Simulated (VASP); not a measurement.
The system is BN.

```
CELL_PARAMETERS angstrom
2.51479 0.00000 0.00000
-1.25739 2.17787 0.00000
0.00000 0.00000 6.67965
ATOMIC_POSITIONS crystal
N 0.66667 0.33333 0.25000
N 0.33333 0.66667 0.75000
B 0.66667 0.33333 0.75000
B 0.33333 0.66667 0.25000
```

This cell differs from its parent crystal: volume scaled by 1.02.

Base run:

- Program: VASP 6.6.1
- Functional: PBEsol
- Potentials or basis: VASP PAW PBE potentials, release 64 (N, B)
- Cutoff: 520 eV
- k mesh: 12 × 12 × 4
- Occupations: fermi-dirac, width 0.05 eV
- Spin: no spin polarisation

Its results: band gap on the k mesh 4.16 eV, indirect (least direct gap 4.55 eV); pressure -2.3 GPa.

Problem. The run is repeated on the same cell with these changes: functional from PBEsol to LDA; potentials or basis from VASP PAW PBE potentials, release 64 (N, B) to VASP PAW LDA potentials, release 64 (N, B). What comes out?

Solution. Band gap on the k mesh 4.06 eV, indirect (least direct gap 4.47 eV); pressure -7.1 GPa.

Caveats: the PAW data sets were made with another functional, which shifts forces and pressure a little (some runs); this functional lacks dispersion, which binds the layers, so the pressure and a relaxed spacing across them are unreliable (some runs).

A k mesh can miss the band edges.
